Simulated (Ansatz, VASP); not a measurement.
**Two plane-wave programs on PbS**

The input INCAR:

```
SYSTEM = PbS
PREC = Accurate ; ENCUT = 520
EDIFF = 1E-7 ; ISMEAR = -1
SIGMA = 0.02 ; LREAL = .FALSE.
LASPH = .TRUE. ; NELM = 80
ALGO = Normal ; ISIF = 2
LWAVE = .FALSE. ; LCHARG = .FALSE.
GGA = PE ; NBANDS = 17
```

The input KPOINTS:

```
regular mesh
0
G
  8 8 8
  0 0 0
```

The input POSCAR:

```
PbS
1.0
   -0.0074680817      2.9872326629      2.9872326629
    2.9872326629     -0.0074680817      2.9872326629
    2.9797645813      2.9797645813      0.0000000000
Pb S
1 1
Direct
    0.0000000000      0.0000000000      0.0000000000
    0.5000000000      0.5000000000      0.5000000000
```

Input for Ansatz:

```yaml
crystal:
  lattice:
    - [-0.0074680817, 2.9872326629, 2.9872326629]
    - [2.9872326629, -0.0074680817, 2.9872326629]
    - [2.9797645813, 2.9797645813, 0.0]
  atoms:
    - { symbol: Pb, position: [0.0, 0.0, 0.0] }
    - { symbol: S, position: [0.5, 0.5, 0.5] }
kpoints:
  mp_grid: { grid: [8, 8, 8] }
  band_path:
    path:
      - [0.0, 0.0, 0.0]
      - [0.5, 0.0, 0.5]
      - [0.625, 0.25, 0.625]
      - [0.375, 0.375, 0.75]
      - [0.5, 0.5, 0.5]
      - [0.5, 0.25, 0.75]
      - [0.0, 0.5, 0.0]
      - [0.0, 0.0, 0.5]
    npoints: 1
hamiltonian:
  xc: pbe
scf:
  occupations: { method: fermi_dirac, width: 0.02 }
  n_extra_bands: 4
output:
  forces: true
  stress: true
  eigenvalues: true
```

Change from the starting cell: shear_xy strain -0.5%.

Alike in both runs: task single point; functional PBE; k mesh 8 × 8 × 8; occupations fermi-dirac, width 0.02 eV; no spin polarisation.

```csv
,VASP,Ansatz
version,VASP 6.6.1,Ansatz 0.2.0
potentials or method,"VASP PAW PBE potentials, release 64 (Pb_d, S)","plane waves, PAW"
plane-wave cutoff (eV),520,420
valence electrons in the cell,20,20
```

```csv
,VASP,Ansatz,Ansatz less VASP
pressure (GPa),0.9,0.9,+0.07
"traceless stress, the component that is largest in VASP (GPa)",0.10,0.10,0.000
```

The functional is the same, so the differences come from potentials, cutoffs and numerics.

Neither program's run includes spin-orbit coupling.
